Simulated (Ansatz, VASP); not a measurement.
SiPd3Pt: VASP beside Ansatz

```
Si Pd Pt
1.0
     4.44750    0.00000    0.00000
     0.00000    4.44750    0.00000
     0.00000    0.00000    4.44750
Si Pd Pt
1 3 1
Direct
  0.50000 0.50000 0.50000
  0.00000 0.50000 0.50000
  0.50000 0.00000 0.50000
  0.50000 0.50000 0.00000
  0.00000 0.00000 0.00000
```

Change from the starting cell: species swapped into the Mn3GaC type (Pm-3m, No. 221).

Alike in both runs: functional PBE; k mesh 8 × 8 × 8; occupations gaussian, width 0.1 eV; no spin polarisation.

Ansatz relaxed the structure, and its values are those at the end. VASP's run is a single point on that final structure, the one shown.

|  | VASP | Ansatz |
| --- | --- | --- |
| version | VASP 6.6.1 | Ansatz 0.2.0 |
| potentials or method | VASP PAW PBE potentials, release 64 (Si, Pd, Pt), cutoff 520 eV | scalar-relativistic, plane waves, PAW |
| valence electrons in the cell | 44 | 76 |

```csv
,VASP,Ansatz,Ansatz less VASP
gap on the k mesh at the Fermi level (eV),none,none,-
pressure (GPa),0.2,0.0,-0.23
```

A gap of «none» marks a metal or a gap that the smearing closes. VASP's potentials hold 44 valence electrons a cell and Ansatz's 76, so a difference there can come from the potentials and not from the codes.

Spin-orbit coupling is off throughout.
